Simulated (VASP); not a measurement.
# CdS (wurtzite type) (P6_3mc) in VASP: relaxation of cell and atoms with PBE

Aim: the relaxation of cell and atoms of CdS (wurtzite type) with PBE.

Everything below comes from runs of VASP 6.6.1. Logs are shortened: lines on timing, memory, paths and dates and some standing lists are left out, and cuts for length are marked.

### 1 The cell of the first run

It takes space group P6_3mc (No. 186, hexagonal). The conventional cell has a = 4.131 Å, b = 4.131 Å, c = 6.734 Å, α = 90.00°, β = 90.00°, γ = 120.00°. Within 3.3 Å of Cd (site symmetry 3m) lie 4 S at 2.53 Å. S (site symmetry 3m) has 4 Cd at 2.53 Å within 3.3 Å.

### 2 Relaxation of cell and atoms, PBE, target pressure 0.0098 GPa, at which the enthalpy is minimised

INCAR reads:

```
SYSTEM = CdS
PREC = Accurate
ENCUT = 600
EDIFF = 1E-7
ISMEAR = -1
SIGMA = 0.1
LREAL = .FALSE.
LASPH = .TRUE.
NELM = 80
ALGO = Normal
ISIF = 3
LWAVE = .FALSE.
LCHARG = .FALSE.
GGA = PE
IBRION = 2
NSW = 60
EDIFFG = -0.005
PSTRESS = 0.098
```

KPOINTS reads:

```
Automatic mesh
0
G
  9 9 5
  0 0 0
```

POSCAR reads:

```
CdS
1.0
    4.1314158246      0.0000000000      0.0000000000
   -2.0657079123      3.5779110577      0.0000000000
    0.0000000000      0.0000000000      6.7342077942
Cd S
2 2
Direct
    0.3333333333      0.6666666667      0.0000000000
    0.6666666667      0.3333333333      0.5000000000
    0.3333333333      0.6666666667      0.3760000000
    0.6666666667      0.3333333333      0.8760000000
```

Potentials or basis: VASP PAW PBE potentials, release 64 (Cd, S).

The run is started by

```bash
> cat potpaw_PBE.64/Cd/POTCAR potpaw_PBE.64/S/POTCAR > POTCAR
> mpirun -np 1 vasp_std > vasp.out
```

OUTCAR:

```text
SYSTEM = CdS
   PREC = Accurate
   ENCUT = 600
   EDIFF = 1E-7
   ISMEAR = -1
   LREAL = .FALSE.
   LASPH = .TRUE.
   NELM = 80
   ISIF = 3
   GGA = PE
   IBRION = 2
   NSW = 60
   EDIFFG = -0.005
   PSTRESS = 0.098

 ion  position               nearest neighbor table
   1  0.333  0.667  0.000-   4 2.53   4 2.53   4 2.53   3 2.53
   2  0.667  0.333  0.500-   3 2.53   3 2.53   3 2.53   4 2.53
   3  0.333  0.667  0.376-   2 2.53   2 2.53   2 2.53   1 2.53
   4  0.667  0.333  0.876-   1 2.53   1 2.53   1 2.53   2 2.53

  LATTYP: Found a hexagonal cell.
 ALAT       =     4.1314158246
 C/A-ratio  =     1.6300000000

  Lattice vectors:

 A1 = (   4.1314158246,   0.0000000000,   0.0000000000)
 A2 = (  -2.0657079123,   3.5779110577,   0.0000000000)
 A3 = (   0.0000000000,   0.0000000000,   6.7342077942)

Analysis of symmetry for initial positions (statically):
=====================================================================
 Subroutine PRICEL returns:
 Original cell was already a primitive cell.

 Routine SETGRP: Setting up the symmetry group for a
 hexagonal supercell.

 Subroutine GETGRP returns: Found 12 space group operations
 (whereof  6 operations were pure point group operations)
 out of a pool of 24 trial point group operations.

The static configuration has the point symmetry C_3v.
 The point group associated with its full space group is C_6v.

Analysis of symmetry for dynamics (positions and initial velocities):
=====================================================================
 Subroutine PRICEL returns:
 Original cell was already a primitive cell.

 Routine SETGRP: Setting up the symmetry group for a
 hexagonal supercell.

 Subroutine GETGRP returns: Found 12 space group operations
 (whereof  6 operations were pure point group operations)
 out of a pool of 24 trial point group operations.

The dynamic configuration has the point symmetry C_3v.
 The point group associated with its full space group is C_6v.

 Subroutine INISYM returns: Found 12 space group operations
 (whereof  6 operations are pure point group operations),
 and found     1 'primitive' translations

----------------------------------------------------------------------------------------

                                     Primitive cell

  volume of cell :      99.5440

  direct lattice vectors                    reciprocal lattice vectors
     4.131415825  0.000000000  0.000000000     0.242047773  0.139746347  0.000000000
    -2.065707912  3.577911058  0.000000000     0.000000000  0.279492694  0.000000000
     0.000000000  0.000000000  6.734207794     0.000000000  0.000000000  0.148495566

  length of vectors
     4.131415825  4.131415825  6.734207794     0.279492694  0.279492694  0.148495566

  position of ions in fractional coordinates (direct lattice)
     0.333333333  0.666666667  0.000000000
     0.666666667  0.333333333  0.500000000
     0.333333333  0.666666667  0.376000000
     0.666666667  0.333333333  0.876000000

  ion indices of the primitive-cell ions
   primitive index   ion index
                 1           1
                 2           2
                 3           3
                 4           4

----------------------------------------------------------------------------------------

 KPOINTS: Automatic mesh

Automatic generation of k-mesh.
 Grid dimensions read from file:
 generate k-points for:    9    9    5

 Generating k-lattice:

  Cartesian coordinates                     Fractional coordinates (reciprocal lattice)
     0.026894197  0.015527372  0.000000000     0.111111111  0.000000000  0.000000000
     0.000000000  0.031054744  0.000000000     0.000000000  0.111111111  0.000000000
     0.000000000  0.000000000  0.029699113     0.000000000  0.000000000  0.200000000

  Length of vectors
     0.031054744  0.031054744  0.029699113

  Shift w.r.t. Gamma in fractional coordinates (k-lattice)
     0.000000000  0.000000000  0.000000000

 Subroutine IBZKPT returns following result:
 ===========================================

 Found     36 irreducible k-points:

 Following reciprocal coordinates:
            Coordinates               Weight
  0.000000  0.000000  0.000000      1.000000
  0.111111  0.000000  0.000000      6.000000
  0.222222  0.000000  0.000000      6.000000
  0.333333  0.000000  0.000000      6.000000
  0.444444  0.000000  0.000000      6.000000
  0.111111  0.111111  0.000000      6.000000
[... 16 lines left out ...]
  0.333333  0.222222  0.200000     24.000000
  0.333333  0.333333  0.200000      4.000000
 [... further k-points ...]
   k-points           NKPTS =     36   k-points in BZ     NKDIM =     36   number of bands    NBANDS=     22
   number of dos      NEDOS =    301   number of ions     NIONS =      4
   total plane-waves  NPLWV =  69984
   dimension x,y,z NGX =    36 NGY =   36 NGZ =   54
   dimension x,y,z NGXF=    72 NGYF=   72 NGZF=  108
   ions per type =               2   2
   NGX,Y,Z   is equivalent  to a cutoff of  14.49, 14.49, 13.33 a.u.
   NGXF,Y,Z  is equivalent  to a cutoff of  28.97, 28.97, 26.66 a.u.
 SYSTEM =  CdS
   PREC   = accura    normal or accurate (medium, high low for compatibility)
   ISTART =      0    job   : 0-new  1-cont  2-samecut
   ICHARG =      2    charge: 1-file 2-atom 10-const
   ISPIN  =      1    spin polarized calculation?
   LNONCOLLINEAR =      F non collinear calculations
   LSORBIT =      F    spin-orbit coupling
   LASPH  =      T    aspherical Exc in radial PAW
   ENCUT  =  600.0 eV  44.10 Ry    6.64 a.u.   8.25  8.25 13.45*2*pi/ulx,y,z
   NELM   =     80;   NELMIN=  2; NELMDL= -5     # of ELM steps
   EDIFF  = 0.1E-06   stopping-criterion for ELM
   LREAL  =      F    real-space projection
   EDIFFG = -.5E-02   stopping-criterion for IOM
   NSW    =     60    number of steps for IOM
   IBRION =      2    ionic relax: 0-MD 1-quasi-New 2-CG
   NFREE  =      1    steps in history (QN), initial steepest desc. (CG)
   ISIF   =      3    stress and relaxation
   ISYM   =      2    0-nonsym 1-usesym 2-fastsym
   POTIM  = 0.5000    time-step for ionic-motion
   TEBEG  =    0.0;   TEEND  =   0.0 temperature during run
   PSTRESS=    0.1 pullay stress
   NELECT =      36.0000    total number of electrons
   NUPDOWN=      -1.0000    fix difference up-down
   EMIN   =  10.00;   EMAX   =-10.00  energy-range for DOS
   EFERMI =   0.00;   METHOD = LEGACY
   ISMEAR =    -1;   SIGMA  =   0.10  broadening in eV -4-tet -1-fermi 0-gaus
   EFERMI_NEDOS =   21; number of points for ismear=-14 and -15
   IALGO  =     38    algorithm
   IMIX   =      4    mixing-type and parameters
     AMIX     =   0.40;   BMIX     =  1.00
     AMIX_MAG =   1.60;   BMIX_MAG =  1.00
  volume/ion in A,a.u.               =      24.89       167.94
  Fermi-wavevector in a.u.,A,eV,Ry     =   1.166373  2.204125 18.509709  1.360425
  Thomas-Fermi vector in A             =   2.302887
   LORBIT       =      0    0 simple, 1 ext, 2 COOP (PROOUT), +10 PAW based schemes
   GGA     = PE    functional components
   LHFCALC =     F    Hartree Fock is set to
   AEXX    =    0.0000 exact exchange contribution
   IVDW    =     0    specifies the selected vdW correction
   LEPSILON=     F    determine dielectric tensor
   LRPA    =     F    only Hartree local field effects (RPA)
 conjugate gradient relaxation of ions
 non-spin polarized calculation
  energy-cutoff  :      600.00
  volume of cell :       99.54
 maximum number of plane-waves:      3357
 NGX is ok and might be reduce to    36
   NGX = 17   NGY = 17   NGZ = 27

--------------------------------------- Ionic step        1  -------------------------------------------

 number of electron      36.0000005 magnetization

 Free energy of the ion-electron system (eV)
  ---------------------------------------------------
  ext. energy  EPLUGINS =         0.00000000
  ---------------------------------------------------
  free energy    TOTEN  =       -12.25272186 eV

  energy without entropy =      -12.25265685  energy(sigma->0) =      -12.25268935

------------------------ aborting loop because EDIFF is reached ----------------------------------------

  FORCE on cell =-STRESS in cart. coord.  units (eV):
  Direction    XX          YY          ZZ          XY          YZ          ZX
  --------------------------------------------------------------------------------------
  -------------------------------------------------------------------------------------
  Total        1.8683232      1.8683232      1.8475198      0.0000000      0.0000000      0.0000000
  in kB       30.0709837     30.0709837     29.7361494      0.0000000      0.0000000      0.0000000
  external PRESSURE =      29.8613723 kB  Pullay stress =       0.0980000 kB
[... 185 lines left out ...]
  enthalpy is  TOTEN    =       -12.2918633682 eV   P V=        0.0063993985

--------------------------------------- Ionic step        6  -------------------------------------------

 number of electron      36.0000002 magnetization

 Free energy of the ion-electron system (eV)
  ---------------------------------------------------
  ext. energy  EPLUGINS =         0.00000000
  ---------------------------------------------------
  free energy    TOTEN  =       -12.29826249 eV

  energy without entropy =      -12.29814533  energy(sigma->0) =      -12.29820391

 E-fermi :   1.5652     XC(G=0):  -8.8987

 val. band max:        0.8767756988   @ k =   0.0000   0.0000   0.0000
 cond. band min:       1.9768420086   @ k =   0.0000   0.0000   0.0000
 fundamental gap:      1.1000663097
 Fermi energy:         1.5652101367

 k-point     1 :       0.0000    0.0000    0.0000
  band No.  band energies     occupation
      1     -11.1878      2.00000
      2     -10.8047      2.00000
      3      -6.6613      2.00000
      4      -6.6537      2.00000
      5      -6.6537      2.00000
      6      -6.5800      2.00000
[... 574 lines left out ...]
      6      -6.4021      2.00000
[... 14 lines left out ...]
     21       5.8952      0.00000
     22       7.6897      0.00000

 [... further k-points ...]
[... 5 lines left out ...]
  --------------------------------------------------------------------------------------
  -------------------------------------------------------------------------------------
  Total        0.0179239      0.0179239      0.0009315      0.0000000      0.0000000      0.0000000
  in kB        0.2744945      0.2744945      0.0142661      0.0000000      0.0000000      0.0000000
  external PRESSURE =       0.0897517 kB  Pullay stress =       0.0980000 kB
[... 19 lines left out ...]
  FREE ENERGIE OF THE ION-ELECTRON SYSTEM (eV)
  ---------------------------------------------------
  free  energy   TOTEN  =       -12.2982624948 eV

  energy  without entropy=      -12.2981453344  energy(sigma->0) =      -12.29820391

  enthalpy is  TOTEN    =       -12.2918633019 eV   P V=        0.0063991929

 reached required accuracy - stopping structural energy minimisation
```

Wall time 8.2 min (1 thread of Intel Xeon 8259CL, shared host); peak memory 0.32 GiB.

Results:

```yaml
Free_energy: -12.2983 eV
Relaxed_volume: 26.15 Å³/atom
Relaxed_cell: a = 4.201 Å, b = 4.201 Å, c = 6.845 Å, α = 90.00°, β = 90.00°, γ = 120.00°
Space_group_after_relaxing_to_0.1_Å: P6_3mc (No. 186)
Energy_change_on_relaxing_the_run_minimises_the_enthalpy: -11.4 meV/atom
Ionic_steps: 6
Pressure_after_relaxing: 0.0 GPa
Largest_force_after_relaxing: 0.005 eV/Å
Band_gap_on_the_k_mesh: 1.10 eV
```

Forces in eV/Å, atoms in the order of the input:
```
Cd   0.000  0.000 -0.005
Cd   0.000  0.000 -0.005
S    0.000  0.000  0.005
S    0.000  0.000  0.005
```

The path:
```
step  energy change (eV)  largest force (eV/Å)  pressure (GPa)  volume (Å³)
   1              0.0000                0.0021            3.00        99.54
   2             -0.0410                0.0074           -0.84       106.38
   3             -0.0455                0.0064            0.02       104.62
   4             -0.0455                0.0065           -0.03       104.73
   5             -0.0455                0.0051            0.02       104.62
   6             -0.0455                0.0050            0.02       104.62
```

Final structure:
```
CELL_PARAMETERS angstrom
4.20098 0.00000 0.00000
-2.10049 3.63816 0.00000
0.00000 0.00000 6.84507
ATOMIC_POSITIONS crystal
Cd 0.33333 0.66667 0.99994
Cd 0.66667 0.33333 0.49994
S 0.33333 0.66667 0.37606
S 0.66667 0.33333 0.87606
```

Levels at points of the mesh, in eV from the valence-band top:
| k point | band 15 | band 16 | band 17 | band 18 | band 19 | band 20 | band 21 | band 22 |
| --- | --- | --- | --- | --- | --- | --- | --- | --- |
| (0.00, 0.00, 0.00) | -0.69 | -0.04 | 0.00 | 0.00 | 1.10 | 2.74 | 6.49 | 6.49 |

Caveat: the cell is relaxed towards a set pressure, so the run minimises the enthalpy, not the energy.
